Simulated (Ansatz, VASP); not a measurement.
## One calculation of WAu, two programs

INCAR

```
  ALGO = Normal
  EDIFF = 1E-6
  ENCUT = 520
  GGA = PE
  ISIF = 2
  ISMEAR = -1
  LASPH = True
  LCHARG = False
  LREAL = False
  LWAVE = False
  NBANDS = 20
  NELM = 80
  PREC = Accurate
  SIGMA = 0.05
```

Contents of KPOINTS:

```
k-points
0
Gamma
  8 8 8
```

The input POSCAR:

```
WAu
1.0
    0.0000000000      2.6918823101      2.6918823101
    2.6918823101      0.0000000000      2.6918823101
    2.6918823101      2.6918823101      0.0000000000
W Au
1 1
Direct
    0.0000000000      0.0000000000      0.0000000000
    0.7500000000      0.7500000000      0.7500000000
```

input.yaml

```yaml
crystal:
  lattice:
    - [0.0, 2.6918823101, 2.6918823101]
    - [2.6918823101, 0.0, 2.6918823101]
    - [2.6918823101, 2.6918823101, 0.0]
  atoms:
    - { symbol: W, position: [0.0, 0.0, 0.0] }
    - { symbol: Au, position: [0.75, 0.75, 0.75] }
kpoints:
  mp_grid: { grid: [8, 8, 8] }
scf:
  occupations: { method: fermi_dirac, width: 0.05 }
hamiltonian:
  xc: pbe
  pseudopotentials: { kind: all_electron, lapw: { basis_error: 0.0005 } }
output:
  forces: true
  stress: true
  eigenvalues: true
```

Change from the starting cell: volume scaled by 0.94.

Alike in both runs: task single point; functional PBE; k mesh 8 × 8 × 8; occupations fermi-dirac, width 0.05 eV; no spin polarisation.

|  | VASP | Ansatz |
| --- | --- | --- |
| version | VASP 6.6.1 | Ansatz 0.2.0 |
| potentials or method | VASP PAW PBE potentials, release 64 (W_sv, Au), cutoff 520 eV | all-electron LAPW, scalar-relativistic |

Ansatz gave:

```
gap on the k mesh at the Fermi level (eV) : none
pressure (GPa)                            : 51.6
```

Task: What did VASP give for the same quantities?

Result: gap on the k mesh at the Fermi level (eV): none; pressure (GPa): 52.3.

A gap of «none» marks a metal or a gap that the smearing closes. Both programs put the cell under a high pressure, so it lies far from rest at this level. Ansatz ran all-electron here, and VASP with PAW potentials.

Spin-orbit coupling is off throughout.
